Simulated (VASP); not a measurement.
# C28O (a cell with a defect) in VASP: single point with PBE

Aim: the single point of C28O (a cell with a defect) with PBE.

Program: VASP 6.6.1. These are calculated values, not measurements. Logs are shortened: lines on timing, memory, paths and dates and some standing lists are left out, and cuts for length are marked.

### Step 1. The cell of the first run

The cell holds a defect, 29 atoms: a = 6.526 Å, b = 6.526 Å, c = 9.367 Å, α = 69.61°, β = 69.61°, γ = 60.00°.

### Step 2. Single point, PBE (with an interstitial atom, then relaxed in part)

Input file INCAR:

```
  PREC = Accurate
  ENCUT = 520
  EDIFF = 1E-7
  ISMEAR = 0
  SIGMA = 0.1
  LREAL = Auto
  LASPH = True
  NELM = 60
  ALGO = Normal
  ISIF = 2
  LWAVE = False
  LCHARG = False
  GGA = PE
  NBANDS = 79
```

Input file KPOINTS:

```
regular mesh
0
Gamma
  5 5 5
```

Input file POSCAR:

```
C28O
1.0
   -4.9330325265     -4.2721314856      0.0000000000
    1.2332581316     -6.4081972285      0.0000000000
   -1.2332581316     -3.5601095714      8.5756686354
C O
28 1
Direct
    0.7904299105      0.9335451573      0.7710380141
    0.9335451573      0.5049869181      0.7710380141
    0.5049869181      0.7904299105      0.7710380141
    0.6487399946      0.3622432759      0.7696664188
    0.2193503107      0.6487399946      0.7696664188
    0.3622432759      0.2193503107      0.7696664188
    0.0762775793      0.0762775793      0.7711672622
    0.4579878628      0.6008760084      0.7696401918
    0.6008760084      0.1714959370      0.7696401918
    0.1714959370      0.4579878628      0.7696401918
    0.3143155187      0.0288865849      0.7710358026
    0.8857620937      0.3143155187      0.7710358026
    0.0288865849      0.8857620937      0.7710358026
    0.7429581088      0.7429581088      0.7711256737
    0.9711134151      0.1142379063      0.2289641974
    0.1142379063      0.6856844813      0.2289641974
    0.6856844813      0.9711134151      0.2289641974
    0.8285040630      0.5420121372      0.2303598082
    0.3991239916      0.8285040630      0.2303598082
    0.5420121372      0.3991239916      0.2303598082
    0.2570418912      0.2570418912      0.2288743263
    0.6377567241      0.7806496893      0.2303335812
    0.7806496893      0.3512600054      0.2303335812
    0.3512600054      0.6377567241      0.2303335812
    0.4950130819      0.2095700895      0.2289619859
    0.0664548427      0.4950130819      0.2289619859
    0.2095700895      0.0664548427      0.2289619859
    0.9237224207      0.9237224207      0.2288327378
    0.5000000000      0.5000000000      0.5000000000
```

Potentials or basis: VASP PAW PBE potentials, release 64 (C, O).

Started as:

```
cat potpaw_PBE.64/C/POTCAR potpaw_PBE.64/O/POTCAR > POTCAR
mpirun -np 1 vasp_std > vasp.out
```

OUTCAR:

```text
PREC = Accurate
   ENCUT = 520
   EDIFF = 1E-7
   ISMEAR = 0
   LREAL = Auto
   LASPH = True
   NELM = 60
   ISIF = 2
   GGA = PE

 ion  position               nearest neighbor table
   1  0.790  0.934  0.771-   9 1.42  14 1.42  13 1.43
   2  0.934  0.505  0.771-  10 1.42  14 1.42  12 1.43
   3  0.505  0.790  0.771-   8 1.42  14 1.42  11 1.43
   4  0.649  0.362  0.770-  12 1.42   8 1.43   9 1.43
   5  0.219  0.649  0.770-  13 1.42  10 1.43   8 1.43
   6  0.362  0.219  0.770-  11 1.42   9 1.43  10 1.43
[... 20 lines left out ...]
  27  0.210  0.066  0.229-  19 1.42  21 1.42  15 1.43
  28  0.924  0.924  0.229-  17 1.42  16 1.42  15 1.42
  29  0.500  0.500  0.500-

  LATTYP: Found a trigonal (rhomboedric) cell.
 ALAT       =     9.3668243457
 COS(alpha) =     0.7573103480

  Lattice vectors:

 A1 = (   3.6997743949,   0.7120219142,   8.5756686354)
 A2 = (  -2.4665162632,   2.8480876571,   8.5756686354)
 A3 = (  -1.2332581316,  -3.5601095714,   8.5756686354)

Analysis of symmetry for initial positions (statically):
=====================================================================
 Subroutine PRICEL returns:
 Original cell was already a primitive cell.

 Routine SETGRP: Setting up the symmetry group for a
 trigonal (rhombohedral) supercell.

 Subroutine GETGRP returns: Found  6 space group operations
 (whereof  6 operations were pure point group operations)
 out of a pool of 12 trial point group operations.

The static configuration has the point symmetry S_6 .

Analysis of symmetry for dynamics (positions and initial velocities):
=====================================================================
 Subroutine PRICEL returns:
 Original cell was already a primitive cell.

 Routine SETGRP: Setting up the symmetry group for a
 trigonal (rhombohedral) supercell.

 Subroutine GETGRP returns: Found  6 space group operations
 (whereof  6 operations were pure point group operations)
 out of a pool of 12 trial point group operations.

The dynamic configuration has the point symmetry S_6 .

 Subroutine INISYM returns: Found  6 space group operations
 (whereof  6 operations are pure point group operations),
 and found     1 'primitive' translations

----------------------------------------------------------------------------------------

                                     Primitive cell

  volume of cell :     316.2748

  direct lattice vectors                    reciprocal lattice vectors
    -4.933032526 -4.272131486  0.000000000    -0.173755768 -0.033439313 -0.038869661
     1.233258132 -6.408197228  0.000000000     0.115837179 -0.133757253 -0.038869661
    -1.233258132 -3.560109571  8.575668635     0.000000000  0.000000000  0.116608983

  length of vectors
     6.525788637  6.525788637  9.366824346     0.181163201  0.181163201  0.116608983

  position of ions in fractional coordinates (direct lattice)
     0.790429911  0.933545157  0.771038014
     0.933545157  0.504986918  0.771038014
     0.504986918  0.790429911  0.771038014
     0.648739995  0.362243276  0.769666419
     0.219350311  0.648739995  0.769666419
     0.362243276  0.219350311  0.769666419
[... 21 lines left out ...]
     0.923722421  0.923722421  0.228832738
     0.500000000  0.500000000  0.500000000

  ion indices of the primitive-cell ions
   primitive index   ion index
                 1           1
                 2           2
                 3           3
                 4           4
                 5           5
                 6           6
[... 21 lines left out ...]
                28          28
                29          29

----------------------------------------------------------------------------------------

 KPOINTS: regular mesh

Automatic generation of k-mesh.
 Grid dimensions read from file:
 generate k-points for:    5    5    5

 Generating k-lattice:

  Cartesian coordinates                     Fractional coordinates (reciprocal lattice)
    -0.034751154 -0.006687863 -0.007773932     0.200000000 -0.000000000  0.000000000
     0.023167436 -0.026751451 -0.007773932     0.000000000  0.200000000  0.000000000
     0.000000000  0.000000000  0.023321797     0.000000000  0.000000000  0.200000000

  Length of vectors
     0.036232640  0.036232640  0.023321797

  Shift w.r.t. Gamma in fractional coordinates (k-lattice)
     0.000000000  0.000000000  0.000000000

 Subroutine IBZKPT returns following result:
 ===========================================

 Found     23 irreducible k-points:

 Following reciprocal coordinates:
            Coordinates               Weight
  0.000000  0.000000  0.000000      1.000000
  0.200000  0.000000  0.000000      6.000000
  0.400000  0.000000  0.000000      6.000000
  0.200000  0.200000  0.000000      6.000000
  0.400000  0.200000  0.000000      6.000000
 -0.200000  0.200000  0.200000      6.000000
[... 15 lines left out ...]
  0.000000  0.000000  0.400000      2.000000
 -0.200000 -0.000000  0.400000      6.000000
   k-points           NKPTS =     23   k-points in BZ     NKDIM =     23   number of bands    NBANDS=     79
   number of dos      NEDOS =    301   number of ions     NIONS =     29
   total plane-waves  NPLWV = 175000
   dimension x,y,z NGX =    50 NGY =   50 NGZ =   70
   dimension x,y,z NGXF=   100 NGYF=  100 NGZF=  140
   ions per type =              28   1
   NGX,Y,Z   is equivalent  to a cutoff of  12.74, 12.74, 12.42 a.u.
   NGXF,Y,Z  is equivalent  to a cutoff of  25.48, 25.48, 24.85 a.u.
 SYSTEM =  unknown system
   PREC   = accura    normal or accurate (medium, high low for compatibility)
   ISTART =      0    job   : 0-new  1-cont  2-samecut
   ICHARG =      2    charge: 1-file 2-atom 10-const
   ISPIN  =      1    spin polarized calculation?
   LNONCOLLINEAR =      F non collinear calculations
   LSORBIT =      F    spin-orbit coupling
   LASPH  =      T    aspherical Exc in radial PAW
   ENCUT  =  520.0 eV  38.22 Ry    6.18 a.u.  12.13 12.13 17.42*2*pi/ulx,y,z
   NELM   =     60;   NELMIN=  2; NELMDL= -5     # of ELM steps
   EDIFF  = 0.1E-06   stopping-criterion for ELM
   LREAL  =      T    real-space projection
   EDIFFG = 0.1E-05   stopping-criterion for IOM
   NSW    =      0    number of steps for IOM
   IBRION =     -1    ionic relax: 0-MD 1-quasi-New 2-CG
   NFREE  =      0    steps in history (QN), initial steepest desc. (CG)
   ISIF   =      2    stress and relaxation
   ISYM   =      2    0-nonsym 1-usesym 2-fastsym
   POTIM  = 0.5000    time-step for ionic-motion
   TEBEG  =    0.0;   TEEND  =   0.0 temperature during run
   PSTRESS=    0.0 pullay stress
   NELECT =     118.0000    total number of electrons
   NUPDOWN=      -1.0000    fix difference up-down
   EMIN   =  10.00;   EMAX   =-10.00  energy-range for DOS
   EFERMI =   0.00;   METHOD = LEGACY
   ISMEAR =     0;   SIGMA  =   0.10  broadening in eV -4-tet -1-fermi 0-gaus
   EFERMI_NEDOS =   21; number of points for ismear=-14 and -15
   IALGO  =     38    algorithm
   IMIX   =      4    mixing-type and parameters
     AMIX     =   0.40;   BMIX     =  1.00
     AMIX_MAG =   1.60;   BMIX_MAG =  1.00
  volume/ion in A,a.u.               =      10.91        73.60
  Fermi-wavevector in a.u.,A,eV,Ry     =   1.178548  2.227133 18.898159  1.388975
  Thomas-Fermi vector in A             =   2.314875
   LORBIT       =      0    0 simple, 1 ext, 2 COOP (PROOUT), +10 PAW based schemes
   GGA     = PE    functional components
   LHFCALC =     F    Hartree Fock is set to
   AEXX    =    0.0000 exact exchange contribution
   IVDW    =     0    specifies the selected vdW correction
   LEPSILON=     F    determine dielectric tensor
   LRPA    =     F    only Hartree local field effects (RPA)
 non-spin polarized calculation
 Gauss-broadening in eV      SIGMA  =   0.10
  energy-cutoff  :      520.00
  volume of cell :      316.27
 maximum number of plane-waves:      8538
 NGX is ok and might be reduce to    50
   NGX = 25   NGY = 25   NGZ = 35

 number of electron     118.0000000 magnetization

 Free energy of the ion-electron system (eV)
  ---------------------------------------------------
  ext. energy  EPLUGINS =         0.00000000
  ---------------------------------------------------
  free energy    TOTEN  =      -259.73568285 eV

  energy without entropy =     -259.67733867  energy(sigma->0) =     -259.70651076

 E-fermi :   2.1814     XC(G=0):  -8.9428

 val. band max:        2.1778810155   @ k =  -0.4000   0.2000   0.0000
 cond. band min:       2.2016486583   @ k =  -0.2000  -0.0000   0.4000
 fundamental gap:      0.0237676428
 Fermi energy:         2.1814400115

 k-point     1 :       0.0000    0.0000    0.0000
  band No.  band energies     occupation
      1     -16.8148      2.00000
      2     -16.7550      2.00000
      3     -13.7005      2.00000
      4     -13.5026      2.00000
      5     -13.5026      2.00000
      6     -13.4998      2.00000
[... 63 lines left out ...]
     70       6.8530      0.00000
     71       6.8544      0.00000

 k-point     2 :       0.2000    0.0000    0.0000
  band No.  band energies     occupation
      1     -16.6794      2.00000
      2     -16.6210      2.00000
      3     -14.6797      2.00000
      4     -14.6382      2.00000
      5     -14.0444      2.00000
      6     -14.0140      2.00000
[... 63 lines left out ...]
     70       7.6006      0.00000
     71       7.7175      0.00000

 k-point     3 :       0.4000    0.0000    0.0000
  band No.  band energies     occupation
      1     -16.2746      2.00000
      2     -16.2201      2.00000
      3     -15.6043      2.00000
      4     -15.5563      2.00000
      5     -14.2903      2.00000
      6     -14.2728      2.00000
[... 1469 lines left out ...]
     70       6.8251      0.00000
     71       6.8500      0.00000

 k-point    23 :      -0.2000   -0.0000    0.4000
  band No.  band energies     occupation
      1     -16.6598      2.00000
      2     -16.6411      2.00000
      3     -14.6870      2.00000
      4     -14.6305      2.00000
      5     -14.0612      2.00000
      6     -14.0175      2.00000
[... 63 lines left out ...]
     70       7.6174      0.00000
     71       7.7031      0.00000
 [bands above 71 left out]

------------------------ aborting loop because EDIFF is reached ----------------------------------------

  FORCE on cell =-STRESS in cart. coord.  units (eV):
  Direction    XX          YY          ZZ          XY          YZ          ZX
  --------------------------------------------------------------------------------------
  -------------------------------------------------------------------------------------
  Total        0.1291430      0.1291430      0.6472093      0.0000003     -0.0000000      0.0000000
  in kB        0.6542094      0.6542094      3.2786171      0.0000014     -0.0000000      0.0000000
  external PRESSURE =       1.5290120 kB  Pullay stress =       0.0000000 kB

 VOLUME and BASIS-vectors are now :
 -----------------------------------------------------------------------------
  energy-cutoff  :      520.00
  volume of cell :      316.27
      direct lattice vectors                 reciprocal lattice vectors
    -4.933032526 -4.272131486  0.000000000    -0.173755768 -0.033439313 -0.038869661
     1.233258132 -6.408197228  0.000000000     0.115837179 -0.133757253 -0.038869661
    -1.233258132 -3.560109571  8.575668635     0.000000000  0.000000000  0.116608983

 POSITION                                       TOTAL-FORCE (eV/Angst)
 -----------------------------------------------------------------------------------
     -3.69880    -12.10414      6.61217         0.019333     -0.008862      0.007655
     -4.93332     -9.96926      6.61217        -0.017341     -0.012312      0.007655
     -2.46720     -9.96758      6.61217        -0.001992      0.021174      0.007655
     -3.70271     -7.83293      6.60040        -0.001874     -0.003820      0.001319
     -1.23120     -7.83444      6.60040         0.004245      0.000287      0.001319
     -2.46564     -5.69329      6.60040        -0.002372      0.003533      0.001319
[... 21 lines left out ...]
     -3.69977    -10.68033      1.96239         0.000000     -0.000000      0.016895
     -2.46652     -7.12022      4.28783        -0.000000      0.000000      0.000000
 -----------------------------------------------------------------------------------
    total drift:                               -0.000000     -0.000000     -0.000000

  FREE ENERGIE OF THE ION-ELECTRON SYSTEM (eV)
  ---------------------------------------------------
  free  energy   TOTEN  =      -259.7356828541 eV

  energy  without entropy=     -259.6773386671  energy(sigma->0) =     -259.70651076
```

Run time: 21 min. Hardware: 1 thread of Intel Xeon Platinum 8259CL at 2.50GHz (Skylake/Cascade Lake), shared host; peak memory 0.61 GiB.

What came out:

* Free energy: -259.7357 eV
* Pressure: 0.2 GPa
* Largest force: 0.029 eV/Å
* Band gap on the k mesh: zero (filled and empty bands overlap)

Forces on the atoms (eV/Å):
```
C    0.019 -0.009  0.008
C   -0.017 -0.012  0.008
C   -0.002  0.021  0.008
C   -0.002 -0.004  0.001
C    0.004  0.000  0.001
C   -0.002  0.004  0.001
C    0.000  0.000 -0.017
C    0.001 -0.005  0.001
C   -0.005  0.002  0.001
C    0.004  0.003  0.001
C   -0.001 -0.024  0.007
C    0.021  0.011  0.007
C   -0.020  0.013  0.007
C    0.000  0.000 -0.029
C    0.020 -0.013 -0.007
C   -0.021 -0.011 -0.007
C    0.001  0.024 -0.007
C   -0.004 -0.003 -0.001
C    0.005 -0.002 -0.001
C   -0.001  0.005 -0.001
C    0.000  0.000  0.029
C    0.002 -0.004 -0.001
C   -0.004  0.000 -0.001
C    0.002  0.004 -0.001
C    0.002 -0.021 -0.008
C    0.017  0.012 -0.008
C   -0.019  0.009 -0.008
C    0.000  0.000  0.017
O    0.000  0.000  0.000
```

Levels at points of the mesh, in eV from the Fermi level:
| k point | band 55 | band 56 | band 57 | band 58 | band 59 | band 60 | band 61 | band 62 | band 63 | band 64 |
| --- | --- | --- | --- | --- | --- | --- | --- | --- | --- | --- |
| (0.00, 0.00, 0.00) | -2.51 | -2.51 | -2.51 | -0.15 | -0.15 | 0.08 | 4.17 | 4.43 | 4.47 | 4.47 |

Caveat: the cell differs from its parent crystal (with an interstitial atom, then relaxed in part).

The gap in the log of VASP goes by the Fermi energy; the results here count the filled bands.